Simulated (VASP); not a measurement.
# Co (P6_3/mmc) in VASP: electric field gradients with PBE

Aim: the electric field gradients of Co with PBE.

Program: VASP 6.6.1. These are calculated values, not measurements. Logs are shortened: lines on timing, memory, paths and dates and some standing lists are left out, and cuts for length are marked.

## 1. The cell of the first run

It takes space group P6_3/mmc (No. 194, hexagonal). Conventional cell: a = 2.494 Å, b = 2.494 Å, c = 4.030 Å, α = 90.00°, β = 90.00°, γ = 120.00°. Within 3.3 Å of Co (site symmetry -6m2) lie 12 Co at 2.48 to 2.49 Å.

## 2. Electric field gradients, PBE, collinear spin, ferromagnetic start

Contents of INCAR:

```
ALGO = Fast
EDIFF = 1E-8
ENCUT = 520
GGA = PE
ISIF = 2
ISMEAR = 0
ISPIN = 2
LASPH = True
LCHARG = False
LEFG = True
LMAXMIX = 4
LORBIT = 11
LREAL = False
LWAVE = False
MAGMOM = 1.85 1.85
NBANDS = 20
NELM = 150
PREC = Accurate
SIGMA = 0.05
```

Contents of KPOINTS:

```
k-points
0
Gamma
  20 20 12
```

Contents of POSCAR:

```
Co
1.0
    2.4937131675      0.0000000000      0.0000000000
   -1.2468565838      2.1596189528      0.0000000000
    0.0000000000      0.0000000000      4.0300901878
Co
2
Direct
    0.3333333333      0.6666666667      0.2500000000
    0.6666666667      0.3333333333      0.7500000000
```

Potentials or basis: VASP PAW PBE potentials, release 64 (Co).

Started as:

```bash
$ cat potpaw_PBE.64/Co/POTCAR > POTCAR
$ mpirun -np 1 vasp_std > vasp.out
```

OUTCAR:

```text
EDIFF = 1E-8
   ENCUT = 520
   GGA = PE
   ISIF = 2
   ISMEAR = 0
   ISPIN = 2
   LASPH = True
   LORBIT = 11
   LREAL = False
   NELM = 150
   PREC = Accurate

 ion  position               nearest neighbor table
   1  0.333  0.667  0.250-   2 2.48   2 2.48   2 2.48   2 2.48   2 2.48   2 2.48
   2  0.667  0.333  0.750-   1 2.48   1 2.48   1 2.48   1 2.48   1 2.48   1 2.48

  LATTYP: Found a hexagonal cell.
 ALAT       =     2.4937131675
 C/A-ratio  =     1.6161001355

  Lattice vectors:

 A1 = (   2.4937131675,   0.0000000000,   0.0000000000)
 A2 = (  -1.2468565838,   2.1596189528,   0.0000000000)
 A3 = (   0.0000000000,   0.0000000000,   4.0300901878)

Analysis of symmetry for initial positions (statically):
=====================================================================
 Subroutine PRICEL returns:
 Original cell was already a primitive cell.

 Routine SETGRP: Setting up the symmetry group for a
 hexagonal supercell.

 Subroutine GETGRP returns: Found 24 space group operations
 (whereof 12 operations were pure point group operations)
 out of a pool of 24 trial point group operations.

The static configuration has the point symmetry D_3d.
 The point group associated with its full space group is D_6h.

Analysis of symmetry for dynamics (positions and initial velocities):
=====================================================================
 Subroutine PRICEL returns:
 Original cell was already a primitive cell.

 Routine SETGRP: Setting up the symmetry group for a
 hexagonal supercell.

 Subroutine GETGRP returns: Found 24 space group operations
 (whereof 12 operations were pure point group operations)
 out of a pool of 24 trial point group operations.

The dynamic configuration has the point symmetry D_3d.
 The point group associated with its full space group is D_6h.

Analysis of structural, dynamic, and magnetic symmetry:
=====================================================================
 Subroutine PRICEL returns:
 Original cell was already a primitive cell.

 Routine SETGRP: Setting up the symmetry group for a
 hexagonal supercell.

 Subroutine GETGRP returns: Found 24 space group operations
[... 159 lines left out ...]
 Fermi energy:        10.2467757831

 spin component 1

 k-point     1 :       0.0000    0.0000    0.0000
  band No.  band energies     occupation
      1       1.3491      1.00000
      2       5.1317      1.00000
      3       7.6528      1.00000
      4       7.6723      1.00000
      5       7.6723      1.00000
      6       7.9844      1.00000
[... 541 lines left out ...]
     19      34.5296      0.00000
     20      35.4993      0.00000

 [... further k-points ...]

 spin component 2

 k-point     1 :       0.0000    0.0000    0.0000
  band No.  band energies     occupation
      1       1.3386      1.00000
      2       6.0677      1.00000
      3       9.2752      1.00000
      4       9.2981      1.00000
      5       9.2981      1.00000
      6       9.6640      1.00000
[... 541 lines left out ...]
     19      34.8280      0.00000
     20      35.8576      0.00000

 [... further k-points ...]
[... 5 lines left out ...]
  --------------------------------------------------------------------------------------
  -------------------------------------------------------------------------------------
  Total       -0.0909902     -0.0909902     -0.1162940      0.0000000     -0.0000000      0.0000000
  in kB       -6.7168658     -6.7168658     -8.5847840      0.0000000     -0.0000000      0.0000000
  external PRESSURE =      -7.3395052 kB  Pullay stress =       0.0000000 kB

 VOLUME and BASIS-vectors are now :
 -----------------------------------------------------------------------------
  energy-cutoff  :      520.00
  volume of cell :       21.70
      direct lattice vectors                 reciprocal lattice vectors
     2.493713168  0.000000000  0.000000000     0.401008429  0.231522325  0.000000000
    -1.246856584  2.159618953  0.000000000     0.000000000  0.463044649  0.000000000
     0.000000000  0.000000000  4.030090188     0.000000000  0.000000000  0.248133405

 POSITION                                       TOTAL-FORCE (eV/Angst)
 -----------------------------------------------------------------------------------
     -0.00000      1.43975      1.00752         0.000000     -0.000000      0.000000
      1.24686      0.71987      3.02257        -0.000000      0.000000      0.000000
 -----------------------------------------------------------------------------------
    total drift:                               -0.000000      0.000000     -0.000000

  FREE ENERGIE OF THE ION-ELECTRON SYSTEM (eV)
  ---------------------------------------------------
  free  energy   TOTEN  =       -14.0729917127 eV

  energy  without entropy=      -14.0706353129  energy(sigma->0) =      -14.07181351

 Electric field gradients (V/A^2)
---------------------------------------------------------------------
 ion       V_xx      V_yy      V_zz      V_xy      V_xz      V_yz
---------------------------------------------------------------------
   1       1.941     1.939    -3.880    -0.001     0.000    -0.000
   2       1.941     1.939    -3.880    -0.001    -0.000     0.000
---------------------------------------------------------------------

 Electric field gradients after diagonalization (V/A^2)
 (convention: |V_zz| > |V_xx| > |V_yy|)
----------------------------------------------------------------------
 ion       V_xx      V_yy      V_zz     asymmetry (V_yy - V_xx)/ V_zz
----------------------------------------------------------------------
   1       1.942     1.939    -3.880       0.001
   2       1.942     1.939    -3.880       0.001
----------------------------------------------------------------------

           NMR quadrupolar parameters

 Cq : quadrupolar parameter    Cq=e*Q*V_zz/h
 eta: asymmetry parameters     (V_yy - V_xx)/ V_zz
 Q  : nuclear electric quadrupole moment in mb (millibarn)
----------------------------------------------------------------------
 ion       Cq(MHz)       eta       Q (mb)
----------------------------------------------------------------------
   1      -0.009       0.001       1.000
   2      -0.009       0.001       1.000
----------------------------------------------------------------------

 total charge

# of ion       s       p       d       tot
------------------------------------------
    1        0.488   0.520   7.265   8.273
    2        0.488   0.520   7.265   8.273
--------------------------------------------------
tot          0.976   1.040  14.530  16.546

 magnetization (x)

# of ion       s       p       d       tot
------------------------------------------
    1       -0.015  -0.055   1.688   1.618
    2       -0.015  -0.055   1.688   1.618
--------------------------------------------------
tot         -0.031  -0.110   3.377   3.237
```

It took 4.7 min on 1 thread of AMD EPYC 7R13 (Zen 3), shared host; peak memory 0.26 GiB.

What came out:

- Free energy: -14.0730 eV
- Pressure: -0.7 GPa
- Net moment: 3.20 μB per cell
- Site moments: Co +1.62 μB
- Largest electric field gradient by atom: Co -3.9 V/Å²
- Valence electrons inside the program's atomic spheres: Co 8.27

Stress tensor (GPa, compression positive):
```
-0.67  0.00  0.00
 0.00 -0.67  0.00
 0.00  0.00 -0.86
```

Electric field gradients, principal values (V/Å²):
```tsv
atom	least	middle	greatest (by size)
1 Co	1.939	1.942	-3.880
2 Co	1.939	1.942	-3.880
```

Caveat: without QUAD_EFG the Cq values of the log hold for a quadrupole moment of 1 mb, not for the nuclei.
